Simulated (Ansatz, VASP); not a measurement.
**SrO in VASP and in Ansatz**

POSCAR

```
SrO
1.0
    3.5532880900      0.0000000000      0.0000000000
   -1.7766440500      3.0772377500      0.0000000000
    0.0000000000      0.0000000000      6.2173039800
Sr O
2 2
Direct
    0.3333333300      0.6666666700      0.2500000000
    0.6666666700      0.3333333300      0.7500000000
    0.0000000000      0.0000000000      0.0000000000
    0.0000000000      0.0000000000      0.5000000000
```

The input INCAR.step1:

```
  PREC = Accurate
  ENCUT = 600
  ISMEAR = 0
  SIGMA = 0.02
  LREAL = False
  LASPH = True
  NELM = 100
  GGA = PE
  ALGO = Normal
  EDIFF = 1E-4
  LWAVE = True
  LCHARG = False
```

The input INCAR.step2:

```
  PREC = Accurate
  ENCUT = 600
  EDIFF = 1E-6
  ISMEAR = 0
  SIGMA = 0.02
  LREAL = False
  LASPH = True
  NELM = 100
  ALGO = Normal
  ISIF = 3
  LWAVE = False
  LCHARG = False
  METAGGA = R2SCAN
  LMIXTAU = True
  LUSE_VDW = True
  IVDW_NL = 2
  BPARAM = 11.95
  CPARAM = 0.0093
  IBRION = 2
  NSW = 100
  EDIFFG = -0.002
  ISTART = 1
```

File KPOINTS:

```
Automatic mesh
0
Gamma
  9 9 4
```

Input for Ansatz:

```yaml
crystal:
  lattice:
    - [3.55328809, 0.0, 0.0]
    - [-1.77664405, 3.07723775, 0.0]
    - [0.0, 0.0, 6.21730398]
  atoms:
    - { symbol: Sr, position: [0.33333333, 0.66666667, 0.25] }
    - { symbol: Sr, position: [0.66666667, 0.33333333, 0.75] }
    - { symbol: O, position: [0.0, 0.0, 0.0] }
    - { symbol: O, position: [0.0, 0.0, 0.5] }
basis:
  ecutwfc: 500
kpoints:
  mp_grid: { grid: [9, 9, 4] }
hamiltonian:
  xc: r2scan
  dispersion: rvv10
  pseudopotentials: { kind: paw, azcp: { folder: soft_1 } }
scf:
  occupations: { method: gaussian, width: 0.02 }
output:
  forces: true
  stress: true
  eigenvalues: true
relax:
  adjacent_minimum: "off"
  f_tol: 0.002
  max_steps: 80
  cell: { stress_tol: 0.02 }
```

Alike in both runs: task relaxation of cell and atoms; functional r2SCAN; dispersion rVV10; k mesh 9 × 9 × 4; occupations gaussian, width 0.02 eV; no spin polarisation.

```csv
,VASP,Ansatz
version,VASP 6.6.1,Ansatz 0.2.0
potentials or method,"VASP PAW PBE potentials, release 64 (Sr_sv, O), cutoff 600 eV","scalar-relativistic, plane waves, PAW"
valence electrons in the cell,32,32
```

```csv
,VASP,Ansatz,Ansatz less VASP
"gap on the k mesh at the Fermi level, each at its own relaxed structure (eV)",3.48,3.52,+0.042
relaxed volume (Å³/atom),16.82,16.71,-0.104
relaxed length of the cell vector where the two differ most in proportion (Å),3.539,3.532,-0.0078
```

VASP's potentials were made for PBE, not for r2SCAN.
